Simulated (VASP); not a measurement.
NaCl (series), 2 atoms in the cell. Symmetry: Fm-3m, No. 225, cubic system. Conventional cell: a = 5.620 Å, b = 5.620 Å, c = 5.620 Å, α = 90.00°, β = 90.00°, γ = 90.00°. Na (site symmetry m-3m) has 6 Cl at 2.81 Å within 3.7 Å. Cl (site symmetry m-3m) has 6 Na at 2.81 Å within 3.7 Å. 

- Program: VASP 6.6.1
- Task: single point
- Functional: PBE
- Potentials or basis: VASP PAW PBE potentials, release 64 (Na_pv, Cl)
- Cutoff: 520 eV
- k mesh: 6 × 6 × 6
- Occupations: gaussian, width 0.02 eV
- Spin: no spin polarisation
- Dipole correction: no
- Further INCAR settings: ALGO = Normal; EDIFF = 1e-06; NBANDS = 14

Potentials or basis: VASP PAW PBE potentials, release 64 (Na_pv, Cl).

The run is started by

```console
$ cat potpaw_PBE.64/Na_pv/POTCAR potpaw_PBE.64/Cl/POTCAR > POTCAR
$ mpirun -np 1 vasp_std > vasp.out
```

Hardware: 1 thread of Intel Xeon 8259CL (shared host).

**Question.** How long does it take, and how much memory?

**Answer.** It took 19 s on 1 thread of Intel Xeon 8259CL (shared host), peak memory 0.16 GiB. Counts: scf iterations 12, k points 16.
